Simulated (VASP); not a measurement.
CoO:

```
Co O
1.0
     1.60222    0.92504    5.13294
    -1.60222    0.92504    5.13294
     0.00000   -1.85008    5.13294
Co O
2 2
Direct
  0.99949 0.99949 0.99949
  0.49949 0.49949 0.49949
  0.37550 0.37550 0.37550
  0.87553 0.87553 0.87553
```

* Program: VASP 6.6.1
* Task: relaxation of cell and atoms
* Functional: PBEsol
* Potentials or basis: VASP PAW PBE potentials, release 64 (Co, O)
* Cutoff: 600 eV
* k mesh: 6 × 6 × 6
* Occupations: gaussian, width 0.1 eV
* Spin: collinear spin, antiferromagnetic start
* Starting moments: [-2.21, 2.21, -0.16, 0.16] μB

At the start: pressure -10.2 GPa; volume 11.41 Å³/atom.

Task: Where does the relaxation end?

Result: Over 6 steps the energy falls by 31.0 meV/atom and the volume is 10.50 Å³/atom (-8.0 %); space group F-43m (No. 216, to 0.1 Å) before and after; moment 0.00 μB per cell.

The path:
```tsv
step	energy change (eV)	largest force (eV/Å)	pressure (GPa)	volume (Å³)
1	0.0000	0.1002	-10.21	45.65
2	-0.1021	0.3606	4.53	41.01
3	-0.1197	0.2034	-0.20	42.20
4	-0.1230	0.0079	-0.02	42.01
5	-0.1231	0.0214	-0.03	42.04
6	-0.1241	0.0188	0.04	42.00
```

Final structure:
```xyz
4
Lattice="1.5614 0.9015 4.9733 -1.5614 0.9015 4.9733 0.0000 -1.8030 4.9733" Properties=species:S:1:pos:R:3 pbc="T T T"
Co    0.0000    0.0000   14.9190
Co    0.0000    0.0000    7.4589
O     0.0000    0.0000    5.5958
O     0.0000    0.0000   13.0558
```

Caveat: the k points lie up to 0.39 Å⁻¹ apart in the final cell; the PAW data sets were made with another functional, which shifts forces and pressure a little.
